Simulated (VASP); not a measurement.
# ZnCd5S6: single point with PBE

The system is ZnCd5S6.

```
Zn Cd S
1.0
     4.13182   -0.00001   -0.00005
    -0.00002    4.13135    0.00011
     0.00083   -0.00051   17.55567
Zn Cd S
1 5 6
Direct
  0.50009 0.50012 0.50000
  0.99960 0.00014 0.99998
  0.50035 0.50061 0.17199
  0.00000 0.00023 0.34393
  0.00007 0.99956 0.65609
  0.49985 0.49934 0.82798
  0.50004 0.00050 0.25803
  0.00010 0.50024 0.43020
  0.50007 0.00000 0.56982
  0.99989 0.49962 0.74199
  0.49973 0.99951 0.91399
  0.00022 0.50014 0.08599
```

* Program: VASP 6.6.1
* Task: single point
* Functional: PBE
* Potentials or basis: VASP PAW PBE potentials, release 64 (Zn, Cd, S)
* Cutoff: 520 eV
* k mesh: 4 × 4 × 1
* Occupations: gaussian, width 0.1 eV
* Spin: no spin polarisation
* Dipole correction: no
* Further INCAR settings: ALGO = Normal; EDIFF = 1e-06; NBANDS = 66

| Property | Result |
| --- | --- |
| Pressure | 0.3 GPa |
| Largest force | 0.009 eV/Å |
| Band gap on the k mesh | 1.13 eV, direct |

Forces in eV/Å, atoms in the order of the input:
```
Zn   0.000 -0.001  0.000
Cd   0.002  0.000  0.001
Cd  -0.002 -0.002  0.001
Cd   0.000  0.000  0.006
Cd   0.000  0.001 -0.007
Cd   0.000  0.002  0.002
S    0.000  0.000 -0.009
S    0.000 -0.001  0.005
S    0.000  0.001 -0.005
S    0.000  0.000  0.007
S    0.000  0.000 -0.001
S    0.001  0.000  0.001
```

Levels at points of the mesh, in eV from the valence-band top:
| k point | band 51 | band 52 | band 53 | band 54 | band 55 | band 56 | band 57 | band 58 |
| --- | --- | --- | --- | --- | --- | --- | --- | --- |
| (0.00, 0.00, 0.00) | -0.46 | -0.06 | 0.00 | 0.00 | 1.13 | 2.71 | 2.76 | 3.62 |
| (0.50, 0.00, 0.00) | -0.65 | -0.65 | -0.65 | -0.65 | 3.11 | 3.22 | 3.24 | 3.31 |
| (0.00, 0.50, 0.00) | -0.66 | -0.65 | -0.65 | -0.65 | 3.11 | 3.22 | 3.24 | 3.31 |
| (0.50, 0.50, 0.00) | -1.81 | -1.78 | -1.78 | -1.72 | 3.59 | 3.59 | 4.16 | 4.29 |

Wall time 6.1 min on 1 thread of AMD EPYC 7R13, on a shared host, peak memory 0.41 GiB.

As with any semilocal functional, this PBE gap is likely too small.
